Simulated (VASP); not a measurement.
# Bi in VASP: settings compared, part 2 of 2

VASP 6.6.1.

## Step 4: Single point, PBEsol

Input file INCAR:

```
  PREC = Accurate
  ENCUT = 520
  EDIFF = 1E-7
  ISMEAR = -1
  SIGMA = 0.05
  LREAL = False
  LASPH = True
  NELM = 100
  ALGO = Normal
  ISIF = 2
  LWAVE = False
  LCHARG = True
  GGA = PS
  LELF = True
  LVHAR = True
  NBANDS = 30
```

Input file KPOINTS:

```
Automatic mesh
0
Gamma
  7 7 1
```

Input file POSCAR:

```
Bi
1.0
    4.5390002997      0.0000000000      0.0000000000
   -2.2695001498      3.9308895674      0.0000000000
    0.0000000000      0.0000000000     26.8290000000
Bi
3
Direct
    0.3333333333      0.6666666666      0.2795482500
    0.6666666667      0.3333333334      0.5000000000
    0.3333333333      0.6666666666      0.7204517500
```

Potentials or basis: VASP PAW PBE potentials, release 64 (Bi_d).

On the command line:

```console
> cat potpaw_PBE.64/Bi_d/POTCAR > POTCAR
> mpirun -np 1 vasp_std > vasp.out
```

OUTCAR:

```text
PREC = Accurate
   ENCUT = 520
   EDIFF = 1E-7
   ISMEAR = -1
   LREAL = False
   LASPH = True
   NELM = 100
   ISIF = 2
   GGA = PS

 ion  position               nearest neighbor table
   1  0.333  0.667  0.280-
   2  0.667  0.333  0.500-
   3  0.333  0.667  0.720-

  LATTYP: Found a hexagonal cell.
 ALAT       =     4.5390002997
 C/A-ratio  =     5.9107729078

  Lattice vectors:

 A1 = (   4.5390002997,   0.0000000000,   0.0000000000)
 A2 = (  -2.2695001498,   3.9308895674,   0.0000000000)
 A3 = (   0.0000000000,   0.0000000000,  26.8290000000)

Analysis of symmetry for initial positions (statically):
=====================================================================
 Subroutine PRICEL returns:
 Original cell was already a primitive cell.

 Routine SETGRP: Setting up the symmetry group for a
 hexagonal supercell.

 Subroutine GETGRP returns: Found 12 space group operations
 (whereof 12 operations were pure point group operations)
 out of a pool of 24 trial point group operations.

The static configuration has the point symmetry D_3h.

Analysis of symmetry for dynamics (positions and initial velocities):
=====================================================================
 Subroutine PRICEL returns:
 Original cell was already a primitive cell.

 Routine SETGRP: Setting up the symmetry group for a
 hexagonal supercell.

 Subroutine GETGRP returns: Found 12 space group operations
 (whereof 12 operations were pure point group operations)
 out of a pool of 24 trial point group operations.

The dynamic configuration has the point symmetry D_3h.

 Subroutine INISYM returns: Found 12 space group operations
 (whereof 12 operations are pure point group operations),
 and found     1 'primitive' translations

----------------------------------------------------------------------------------------

                                     Primitive cell

  volume of cell :     478.6913

  direct lattice vectors                    reciprocal lattice vectors
     4.539000300  0.000000000  0.000000000     0.220312830  0.127197672  0.000000000
    -2.269500150  3.930889567  0.000000000     0.000000000  0.254395343  0.000000000
     0.000000000  0.000000000 26.829000000     0.000000000  0.000000000  0.037273100

  length of vectors
     4.539000300  4.539000300 26.829000000     0.254395343  0.254395343  0.037273100

  position of ions in fractional coordinates (direct lattice)
     0.333333333  0.666666667  0.279548250
     0.666666667  0.333333333  0.500000000
     0.333333333  0.666666667  0.720451750

  ion indices of the primitive-cell ions
   primitive index   ion index
                 1           1
                 2           2
                 3           3

----------------------------------------------------------------------------------------

 KPOINTS: Automatic mesh

Automatic generation of k-mesh.
 Grid dimensions read from file:
 generate k-points for:    7    7    1

 Generating k-lattice:

  Cartesian coordinates                     Fractional coordinates (reciprocal lattice)
     0.031473261  0.018171096  0.000000000     0.142857143 -0.000000000  0.000000000
     0.000000000  0.036342192  0.000000000     0.000000000  0.142857143  0.000000000
     0.000000000  0.000000000  0.037273100     0.000000000  0.000000000  1.000000000

  Length of vectors
     0.036342192  0.036342192  0.037273100

  Shift w.r.t. Gamma in fractional coordinates (k-lattice)
     0.000000000  0.000000000  0.000000000

 Subroutine IBZKPT returns following result:
 ===========================================

 Found      8 irreducible k-points:

 Following reciprocal coordinates:
            Coordinates               Weight
  0.000000  0.000000  0.000000      1.000000
  0.142857 -0.000000  0.000000      6.000000
  0.285714 -0.000000  0.000000      6.000000
  0.428571 -0.000000  0.000000      6.000000
  0.142857  0.142857  0.000000      6.000000
  0.285714  0.142857  0.000000     12.000000
  0.428571  0.142857  0.000000      6.000000
  0.285714  0.285714  0.000000      6.000000
   k-points           NKPTS =      8   k-points in BZ     NKDIM =      8   number of bands    NBANDS=     30
   number of dos      NEDOS =    301   number of ions     NIONS =      3
   total plane-waves  NPLWV = 259200
   dimension x,y,z NGX =    36 NGY =   36 NGZ =  200
   dimension x,y,z NGXF=    72 NGYF=   72 NGZF=  400
   ions per type =               3
   NGX,Y,Z   is equivalent  to a cutoff of  13.19, 13.19, 12.39 a.u.
   NGXF,Y,Z  is equivalent  to a cutoff of  26.37, 26.37, 24.79 a.u.
 SYSTEM =  unknown system
   PREC   = accura    normal or accurate (medium, high low for compatibility)
   ISTART =      0    job   : 0-new  1-cont  2-samecut
   ICHARG =      2    charge: 1-file 2-atom 10-const
   ISPIN  =      1    spin polarized calculation?
   LNONCOLLINEAR =      F non collinear calculations
   LSORBIT =      F    spin-orbit coupling
   LASPH  =      T    aspherical Exc in radial PAW
   ENCUT  =  520.0 eV  38.22 Ry    6.18 a.u.   8.44  8.44 49.88*2*pi/ulx,y,z
   NELM   =    100;   NELMIN=  2; NELMDL= -5     # of ELM steps
   EDIFF  = 0.1E-06   stopping-criterion for ELM
   LREAL  =      F    real-space projection
   EDIFFG = 0.1E-05   stopping-criterion for IOM
   NSW    =      0    number of steps for IOM
   IBRION =     -1    ionic relax: 0-MD 1-quasi-New 2-CG
   NFREE  =      0    steps in history (QN), initial steepest desc. (CG)
   ISIF   =      2    stress and relaxation
   ISYM   =      2    0-nonsym 1-usesym 2-fastsym
   POTIM  = 0.5000    time-step for ionic-motion
   TEBEG  =    0.0;   TEEND  =   0.0 temperature during run
   PSTRESS=    0.0 pullay stress
   NELECT =      45.0000    total number of electrons
   NUPDOWN=      -1.0000    fix difference up-down
   EMIN   =  10.00;   EMAX   =-10.00  energy-range for DOS
   EFERMI =   0.00;   METHOD = LEGACY
   ISMEAR =    -1;   SIGMA  =   0.05  broadening in eV -4-tet -1-fermi 0-gaus
   EFERMI_NEDOS =   21; number of points for ismear=-14 and -15
   IALGO  =     38    algorithm
   IMIX   =      4    mixing-type and parameters
     AMIX     =   0.40;   BMIX     =  1.00
     AMIX_MAG =   1.60;   BMIX_MAG =  1.00
  volume/ion in A,a.u.               =     159.56      1076.79
  Fermi-wavevector in a.u.,A,eV,Ry     =   0.744379  1.406671  7.538979  0.554099
  Thomas-Fermi vector in A             =   1.839716
   LORBIT       =      0    0 simple, 1 ext, 2 COOP (PROOUT), +10 PAW based schemes
   GGA     = PS    functional components
   LHFCALC =     F    Hartree Fock is set to
   AEXX    =    0.0000 exact exchange contribution
   IVDW    =     0    specifies the selected vdW correction
   LEPSILON=     F    determine dielectric tensor
   LRPA    =     F    only Hartree local field effects (RPA)
 non-spin polarized calculation
  energy-cutoff  :      520.00
  volume of cell :      478.69
 maximum number of plane-waves:     13005
 NGX is ok and might be reduce to    36
   NGX = 17   NGY = 17   NGZ = 99

 number of electron      44.9999995 magnetization

 Free energy of the ion-electron system (eV)
  ---------------------------------------------------
  ext. energy  EPLUGINS =         0.00000000
  ---------------------------------------------------
  free energy    TOTEN  =        -5.12918284 eV

  energy without entropy =       -5.05184598  energy(sigma->0) =       -5.09051441

 E-fermi :  -2.3879     XC(G=0):  -3.7518

 val. band max:       -2.4510161761   @ k =   0.2857  -0.0000   0.0000
 cond. band min:      -2.3745459512   @ k =   0.2857   0.1429   0.0000
 fundamental gap:      0.0764702249
 Fermi energy:        -2.3878774515

 k-point     1 :       0.0000    0.0000    0.0000
  band No.  band energies     occupation
      1     -25.1997      2.00000
      2     -25.1997      2.00000
      3     -25.1946      2.00000
      4     -25.1946      2.00000
      5     -25.1946      2.00000
      6     -25.1946      2.00000
[... 22 lines left out ...]
     29       1.2325      0.00000
     30       1.7453      0.00000
[... 200 lines left out ...]
  band No.  band energies     occupation
      1     -25.1969      2.00000
      2     -25.1945      2.00000
      3     -25.1918      2.00000
      4     -25.1918      2.00000
      5     -25.1894      2.00000
      6     -25.1894      2.00000
[... 22 lines left out ...]
     29       2.9507      0.00000
     30       3.2106      0.00000

------------------------ aborting loop because EDIFF is reached ----------------------------------------

  FORCE on cell =-STRESS in cart. coord.  units (eV):
  Direction    XX          YY          ZZ          XY          YZ          ZX
  --------------------------------------------------------------------------------------
  -------------------------------------------------------------------------------------
  Total      -10.2145706    -10.2145706     -0.5052568     -0.0000000      0.0000000     -0.0000000
  in kB      -34.1881151    -34.1881151     -1.6910918     -0.0000000      0.0000000     -0.0000000
  external PRESSURE =     -23.3557740 kB  Pullay stress =       0.0000000 kB

 VOLUME and BASIS-vectors are now :
 -----------------------------------------------------------------------------
  energy-cutoff  :      520.00
  volume of cell :      478.69
      direct lattice vectors                 reciprocal lattice vectors
     4.539000300  0.000000000  0.000000000     0.220312830  0.127197672  0.000000000
    -2.269500150  3.930889567  0.000000000     0.000000000  0.254395343  0.000000000
     0.000000000  0.000000000 26.829000000     0.000000000  0.000000000  0.037273100

 POSITION                                       TOTAL-FORCE (eV/Angst)
 -----------------------------------------------------------------------------------
      0.00000      2.62059      7.50000         0.000000      0.000000      0.038805
      2.26950      1.31030     13.41450        -0.000000     -0.000000      0.000000
      0.00000      2.62059     19.32900        -0.000000     -0.000000     -0.038805
 -----------------------------------------------------------------------------------
    total drift:                                0.000000      0.000000     -0.000000

  FREE ENERGIE OF THE ION-ELECTRON SYSTEM (eV)
  ---------------------------------------------------
  free  energy   TOTEN  =        -5.1291828362 eV

  energy  without entropy=       -5.0518459808  energy(sigma->0) =       -5.09051441
```

stdout:

```text
POSCAR found type information on POSCAR Bi
 POSCAR found :  1 types and       3 ions
 scaLAPACK will be used
 -----------------------------------------------------------------------------
|                                                                             |
|                                                                             |
|     You enforced a specific xc type in the INCAR file but a different       |
|     I HOPE YOU KNOW WHAT YOU ARE DOING!                                     |
|                                                                             |
 -----------------------------------------------------------------------------

 LDA part: xc-table for (Slater+PW92), standard interpolation
 POSCAR, INCAR and KPOINTS ok, starting setup
 FFT: planning ... GRIDC
 FFT: planning ... GRID_SOFT
 FFT: planning ... GRID
 WAVECAR not read
 entering main loop
```

Wall time 2.7 min (1 thread of Intel Xeon Platinum 8488C (Sapphire Rapids), shared host); peak memory 0.56 GiB.

What came out:

* Free energy: -5.1292 eV
* Largest force: 0.039 eV/Å

Forces on the atoms (eV/Å):
```
Bi   0.000  0.000  0.039
Bi   0.000  0.000  0.000
Bi   0.000  0.000 -0.039
```

Caveat: the PAW data sets were made with another functional, which shifts forces and pressure a little; spin-orbit coupling is left out, which moves the levels of the heavy elements.

## Step 5: Overview

| level | potentials or basis | gap on the mesh (eV) | largest force (eV/Å) |
| --- | --- | --- | --- |
| PBE | VASP PAW PBE potentials, release 64 (Bi_d) | none | 0.03 |
| LDA | VASP PAW LDA potentials, release 64 (Bi_d) | none | 0.05 |
| PBEsol | VASP PAW PBE potentials, release 64 (Bi_d) | none | 0.04 |

Alike in all rows: task single point; no spin polarisation; cell as given; k mesh 7 × 7 × 1; cutoff (eV) 520; smearing fermi-dirac 0.05 eV.

Caveats: spin-orbit coupling is left out, which moves the levels of the heavy elements; the PAW data sets were made with another functional, which shifts forces and pressure a little (some runs).

Total energies depend on the potentials used, so only differences within one code and one set of settings carry meaning.
